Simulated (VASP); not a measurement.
# Li2O (Fm-3m) in VASP: single point with PBE

Aim: the single point of Li2O with PBE.

Everything below comes from runs of VASP 6.6.1. Logs are shortened: lines on timing, memory, paths and dates and some standing lists are left out, and cuts for length are marked.

**1. The cell of the first run**

It takes space group Fm-3m (No. 225, cubic). Conventional cell: a = 4.624 Å, b = 4.624 Å, c = 4.624 Å, α = 90.00°, β = 90.00°, γ = 90.00°. O (site symmetry m-3m) has 8 Li at 2.00 Å within 2.7 Å. Li (site symmetry -43m) has 4 O at 2.00 Å and 6 Li at 2.31 Å within 2.7 Å.

**2. Single point, PBE**

The input, INCAR:

```
ALGO     = Normal         # electronic algorithm
EDIFF    = 1E-6           # SCF threshold, eV
ENCUT    = 750            # plane-wave cutoff, eV
GGA      = PE             # functional
GGA_COMPAT= False        
ISIF     = 2              # what is computed and relaxed
ISMEAR   = -1             # smearing method
LASPH    = True           # aspherical terms in the spheres
LCHARG   = False          # write CHGCAR
LREAL    = False          # projectors in reciprocal space
LWAVE    = False          # write WAVECAR
NBANDS   = 13             # bands
NELM     = 120            # most SCF steps
PREC     = Accurate       # precision mode
SIGMA    = 0.1            # smearing width, eV
```

The input, KPOINTS:

```
k-points
0
Gamma
  6 6 6
```

The input, POSCAR:

```
Li2O
1.0
   -2.3121607354      0.0000000000      2.3121607354
    0.0000000000      2.3121607354      2.3121607354
   -2.3121607354      2.3121607354      0.0000000000
O Li
1 2
Direct
    0.0000000000      0.0000000000      0.0000000000
    0.2500000000      0.2500000000      0.2500000000
    0.7500000000      0.7500000000      0.7500000000
```

Potentials or basis: VASP PAW PBE potentials, release 64 (O, Li_sv).

On the command line:

```sh
$ cat potpaw_PBE.64/O/POTCAR potpaw_PBE.64/Li_sv/POTCAR > POTCAR
$ mpirun -np 1 vasp_std > vasp.out
```

OUTCAR:

```text
EDIFF = 1E-6
   ENCUT = 750
   GGA = PE
   ISIF = 2
   ISMEAR = -1
   LASPH = True
   LREAL = False
   NELM = 120
   PREC = Accurate

 ion  position               nearest neighbor table
   1  0.000  0.000  0.000-   3 2.00   3 2.00   3 2.00   2 2.00   3 2.00   2 2.00   2 2.00   2 2.00

   2  0.250  0.250  0.250-   1 2.00   1 2.00   1 2.00   1 2.00   3 2.31   3 2.31   3 2.31   3 2.31
                             3 2.31   3 2.31
   3  0.750  0.750  0.750-   1 2.00   1 2.00   1 2.00   1 2.00   2 2.31   2 2.31   2 2.31   2 2.31
                             2 2.31   2 2.31

  LATTYP: Found a face centered cubic cell.
 ALAT       =     4.6243214708

  Lattice vectors:

 A1 = (  -2.3121607354,   0.0000000000,   2.3121607354)
 A2 = (   0.0000000000,   2.3121607354,   2.3121607354)
 A3 = (  -2.3121607354,   2.3121607354,   0.0000000000)

Analysis of symmetry for initial positions (statically):
=====================================================================
 Subroutine PRICEL returns:
 Original cell was already a primitive cell.

 Routine SETGRP: Setting up the symmetry group for a
 face centered cubic supercell.

 Subroutine GETGRP returns: Found 48 space group operations
 (whereof 48 operations were pure point group operations)
 out of a pool of 48 trial point group operations.

The static configuration has the point symmetry O_h .

Analysis of symmetry for dynamics (positions and initial velocities):
=====================================================================
 Subroutine PRICEL returns:
 Original cell was already a primitive cell.

 Routine SETGRP: Setting up the symmetry group for a
 face centered cubic supercell.

 Subroutine GETGRP returns: Found 48 space group operations
 (whereof 48 operations were pure point group operations)
 out of a pool of 48 trial point group operations.

The dynamic configuration has the point symmetry O_h .

 Subroutine INISYM returns: Found 48 space group operations
 (whereof 48 operations are pure point group operations),
 and found     1 'primitive' translations

----------------------------------------------------------------------------------------

                                     Primitive cell

  volume of cell :      24.7220

  direct lattice vectors                    reciprocal lattice vectors
    -2.312160735  0.000000000  2.312160735    -0.216247942 -0.216247942  0.216247942
     0.000000000  2.312160735  2.312160735     0.216247942  0.216247942  0.216247942
    -2.312160735  2.312160735  0.000000000    -0.216247942  0.216247942 -0.216247942

  length of vectors
     3.269889070  3.269889070  3.269889070     0.374552422  0.374552422  0.374552422

  position of ions in fractional coordinates (direct lattice)
     0.000000000  0.000000000  0.000000000
     0.250000000  0.250000000  0.250000000
     0.750000000  0.750000000  0.750000000

  ion indices of the primitive-cell ions
   primitive index   ion index
                 1           1
                 2           2
                 3           3

----------------------------------------------------------------------------------------

 KPOINTS: k-points

Automatic generation of k-mesh.
 Grid dimensions read from file:
 generate k-points for:    6    6    6

 Generating k-lattice:

  Cartesian coordinates                     Fractional coordinates (reciprocal lattice)
    -0.036041324 -0.036041324  0.036041324     0.166666667  0.000000000  0.000000000
     0.036041324  0.036041324  0.036041324     0.000000000  0.166666667  0.000000000
    -0.036041324  0.036041324 -0.036041324     0.000000000  0.000000000  0.166666667

  Length of vectors
     0.062425404  0.062425404  0.062425404

  Shift w.r.t. Gamma in fractional coordinates (k-lattice)
     0.000000000  0.000000000  0.000000000

 Subroutine IBZKPT returns following result:
 ===========================================

 Found     16 irreducible k-points:

 Following reciprocal coordinates:
            Coordinates               Weight
  0.000000  0.000000  0.000000      1.000000
  0.166667  0.000000  0.000000      8.000000
  0.333333  0.000000  0.000000      8.000000
  0.500000  0.000000  0.000000      4.000000
  0.166667  0.166667  0.000000      6.000000
  0.333333  0.166667  0.000000     24.000000
[... 8 lines left out ...]
 -0.333333  0.333333  0.166667     24.000000
 -0.333333  0.500000  0.166667     12.000000
   k-points           NKPTS =     16   k-points in BZ     NKDIM =     16   number of bands    NBANDS=     13
   number of dos      NEDOS =    301   number of ions     NIONS =      3
   total plane-waves  NPLWV =  27000
   dimension x,y,z NGX =    30 NGY =   30 NGZ =   30
   dimension x,y,z NGXF=    60 NGYF=   60 NGZF=   60
   ions per type =               1   2
   NGX,Y,Z   is equivalent  to a cutoff of  15.25, 15.25, 15.25 a.u.
   NGXF,Y,Z  is equivalent  to a cutoff of  30.50, 30.50, 30.50 a.u.
 SYSTEM =  unknown system
   PREC   = accura    normal or accurate (medium, high low for compatibility)
   ISTART =      0    job   : 0-new  1-cont  2-samecut
   ICHARG =      2    charge: 1-file 2-atom 10-const
   ISPIN  =      1    spin polarized calculation?
   LNONCOLLINEAR =      F non collinear calculations
   LSORBIT =      F    spin-orbit coupling
   LASPH  =      T    aspherical Exc in radial PAW
   ENCUT  =  750.0 eV  55.12 Ry    7.42 a.u.   7.30  7.30  7.30*2*pi/ulx,y,z
   NELM   =    120;   NELMIN=  2; NELMDL= -5     # of ELM steps
   EDIFF  = 0.1E-05   stopping-criterion for ELM
   LREAL  =      F    real-space projection
   EDIFFG = 0.1E-04   stopping-criterion for IOM
   NSW    =      0    number of steps for IOM
   IBRION =     -1    ionic relax: 0-MD 1-quasi-New 2-CG
   NFREE  =      0    steps in history (QN), initial steepest desc. (CG)
   ISIF   =      2    stress and relaxation
   ISYM   =      2    0-nonsym 1-usesym 2-fastsym
   POTIM  = 0.5000    time-step for ionic-motion
   TEBEG  =    0.0;   TEEND  =   0.0 temperature during run
   PSTRESS=    0.0 pullay stress
   NELECT =      12.0000    total number of electrons
   NUPDOWN=      -1.0000    fix difference up-down
   EMIN   =  10.00;   EMAX   =-10.00  energy-range for DOS
   EFERMI =   0.00;   METHOD = LEGACY
   ISMEAR =    -1;   SIGMA  =   0.10  broadening in eV -4-tet -1-fermi 0-gaus
   EFERMI_NEDOS =   21; number of points for ismear=-14 and -15
   IALGO  =     38    algorithm
   IMIX   =      4    mixing-type and parameters
     AMIX     =   0.40;   BMIX     =  1.00
     AMIX_MAG =   1.60;   BMIX_MAG =  1.00
  volume/ion in A,a.u.               =       8.24        55.61
  Fermi-wavevector in a.u.,A,eV,Ry     =   1.286591  2.431305 22.521952  1.655317
  Thomas-Fermi vector in A             =   2.418656
   LORBIT       =      0    0 simple, 1 ext, 2 COOP (PROOUT), +10 PAW based schemes
   GGA     = PE    functional components
   LHFCALC =     F    Hartree Fock is set to
   AEXX    =    0.0000 exact exchange contribution
   IVDW    =     0    specifies the selected vdW correction
   LEPSILON=     F    determine dielectric tensor
   LRPA    =     F    only Hartree local field effects (RPA)
 non-spin polarized calculation
  energy-cutoff  :      750.00
  volume of cell :       24.72
 maximum number of plane-waves:      1167
 NGX is ok and might be reduce to    30
   NGX = 15   NGY = 15   NGZ = 15

 number of electron      12.0000000 magnetization

 Free energy of the ion-electron system (eV)
  ---------------------------------------------------
  ext. energy  EPLUGINS =         0.00000000
  ---------------------------------------------------
  free energy    TOTEN  =       -14.35607729 eV

  energy without entropy =      -14.35607729  energy(sigma->0) =      -14.35607729

 E-fermi :   3.5672     XC(G=0):  -9.7393

 val. band max:        1.3173972273   @ k =   0.0000   0.0000   0.0000
 cond. band min:       6.2901264247   @ k =   0.5000   0.5000   0.0000
 fundamental gap:      4.9727291974
 Fermi energy:         3.5671500818

 k-point     1 :       0.0000    0.0000    0.0000
  band No.  band energies     occupation
      1     -41.6716      2.00000
      2     -41.3452      2.00000
      3     -14.1262      2.00000
      4       1.3174      2.00000
      5       1.3174      2.00000
      6       1.3174      2.00000
      7       6.5610      0.00000
      8      13.2370      0.00000
      9      13.2370      0.00000
     10      13.2370      0.00000
     11      20.2856      0.00000
     12      20.2856      0.00000
     13      20.2856      0.00000

 k-point     2 :       0.1667    0.0000    0.0000
  band No.  band energies     occupation
      1     -41.6464      2.00000
      2     -41.3642      2.00000
      3     -14.0739      2.00000
      4       0.4796      2.00000
      5       1.1965      2.00000
      6       1.1965      2.00000
      7       7.2667      0.00000
      8      13.2257      0.00000
      9      13.5706      0.00000
     10      13.5706      0.00000
     11      18.4984      0.00000
     12      18.4984      0.00000
     13      21.1554      0.00000

 k-point     3 :       0.3333    0.0000    0.0000
  band No.  band energies     occupation
      1     -41.5801      2.00000
      2     -41.4176      2.00000
      3     -13.9610      2.00000
      4      -0.8655      2.00000
      5       0.9755      2.00000
      6       0.9755      2.00000
      7       8.8309      0.00000
      8      12.5317      0.00000
      9      13.6185      0.00000
     10      13.6185      0.00000
     11      18.3275      0.00000
     12      18.3275      0.00000
     13      23.0020      0.00000

 k-point     4 :       0.5000    0.0000    0.0000
  band No.  band energies     occupation
      1     -41.4962      2.00000
      2     -41.4951      2.00000
      3     -13.8999      2.00000
      4      -1.4458      2.00000
      5       0.8739      2.00000
      6       0.8739      2.00000
      7      10.5085      0.00000
      8      11.0976      0.00000
      9      13.3635      0.00000
     10      13.3635      0.00000
     11      19.1189      0.00000
     12      19.1189      0.00000
     13      24.0603      0.00000

 k-point     5 :       0.1667    0.1667    0.0000
  band No.  band energies     occupation
      1     -41.6398      2.00000
      2     -41.3685      2.00000
      3     -14.0580      2.00000
      4       0.6882      2.00000
      5       0.9356      2.00000
      6       0.9356      2.00000
      7       7.2644      0.00000
      8      13.5071      0.00000
      9      13.5071      0.00000
     10      13.9987      0.00000
     11      16.2576      0.00000
     12      22.0302      0.00000
     13      22.0302      0.00000
[... 129 lines left out ...]
 k-point    14 :       0.5000    0.3333    0.1667
  band No.  band energies     occupation
      1     -41.5481      2.00000
      2     -41.4404      2.00000
      3     -13.8946      2.00000
      4      -0.6961      2.00000
      5       0.1314      2.00000
      6       0.5573      2.00000
      7       8.3141      0.00000
      8      12.3382      0.00000
      9      14.6193      0.00000
     10      15.1917      0.00000
     11      16.7399      0.00000
     12      21.1669      0.00000
     13      23.4953      0.00000

 k-point    15 :      -0.3333    0.3333    0.1667
  band No.  band energies     occupation
      1     -41.4922      2.00000
      2     -41.4919      2.00000
      3     -13.8555      2.00000
      4      -0.9124      2.00000
      5       0.0666      2.00000
      6       0.2715      2.00000
      7       8.8380      0.00000
      8      11.6512      0.00000
      9      14.8988      0.00000
     10      15.0928      0.00000
     11      18.9451      0.00000
     12      19.2881      0.00000
     13      24.3328      0.00000

 k-point    16 :      -0.3333    0.5000    0.1667
  band No.  band energies     occupation
      1     -41.5174      2.00000
      2     -41.4642      2.00000
      3     -13.8436      2.00000
      4      -0.3952      2.00000
      5      -0.2239      2.00000
      6      -0.1122      2.00000
      7       7.7429      0.00000
      8      12.6308      0.00000
      9      15.0988      0.00000
     10      15.6780      0.00000
     11      18.1003      0.00000
     12      21.2594      0.00000
     13      23.2602      0.00000

------------------------ aborting loop because EDIFF is reached ----------------------------------------

  FORCE on cell =-STRESS in cart. coord.  units (eV):
  Direction    XX          YY          ZZ          XY          YZ          ZX
  --------------------------------------------------------------------------------------
  -------------------------------------------------------------------------------------
  Total       -0.0379837     -0.0379837     -0.0379837      0.0000000      0.0000000      0.0000000
  in kB       -2.4616336     -2.4616336     -2.4616336      0.0000000      0.0000000      0.0000000
  external PRESSURE =      -2.4616336 kB  Pullay stress =       0.0000000 kB

 VOLUME and BASIS-vectors are now :
 -----------------------------------------------------------------------------
  energy-cutoff  :      750.00
  volume of cell :       24.72
      direct lattice vectors                 reciprocal lattice vectors
    -2.312160735  0.000000000  2.312160735    -0.216247942 -0.216247942  0.216247942
     0.000000000  2.312160735  2.312160735     0.216247942  0.216247942  0.216247942
    -2.312160735  2.312160735  0.000000000    -0.216247942  0.216247942 -0.216247942

 POSITION                                       TOTAL-FORCE (eV/Angst)
 -----------------------------------------------------------------------------------
      0.00000      0.00000      0.00000         0.000000     -0.000000     -0.000000
     -1.15608      1.15608      1.15608         0.000000     -0.000000      0.000000
     -3.46824      3.46824      3.46824        -0.000000      0.000000      0.000000
 -----------------------------------------------------------------------------------
    total drift:                                0.000000      0.000000      0.000000

  FREE ENERGIE OF THE ION-ELECTRON SYSTEM (eV)
  ---------------------------------------------------
  free  energy   TOTEN  =       -14.3560772883 eV

  energy  without entropy=      -14.3560772883  energy(sigma->0) =      -14.35607729
```

Wall time 5.9 s (1 thread of Intel Xeon 6975P-C (Granite Rapids), shared host); peak memory 0.15 GiB.

Results:

```
Free energy            : -14.3561 eV
Pressure               : -0.2 GPa
Band gap on the k mesh : 4.97 eV, indirect (least direct gap 5.24 eV)
```
